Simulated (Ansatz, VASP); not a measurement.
One calculation of MgS, two programs

```
CELL_PARAMETERS angstrom
0.00000 2.87038 2.87038
2.87038 0.00000 2.87038
2.87038 2.87038 0.00000
ATOMIC_POSITIONS crystal
Mg 0.00000 0.00000 0.00000
S 0.75000 0.75000 0.75000
```

Alike in both runs: task single point; functional PBEsol; k mesh 8 × 8 × 8; occupations gaussian, width 0.02 eV; no spin polarisation.

```csv
,VASP,Ansatz
version,VASP 6.6.1,Ansatz 0.2.0
potentials or method,"VASP PAW PBE potentials, release 64 (Mg, S), cutoff 600 eV","scalar-relativistic, plane waves, PAW"
valence electrons in the cell,8,16
```

```csv
,VASP,Ansatz,Ansatz less VASP
gap on the k mesh at the Fermi level (eV),3.10,3.10,-0.001
least direct gap on the mesh (eV),3.10,3.10,-0.001
pressure (GPa),-2.5,-2.5,+0.09
```

VASP's potentials were made for PBE, not for PBEsol. VASP's potentials hold 8 valence electrons a cell and Ansatz's 16, so a difference there can come from the potentials and not from the codes.
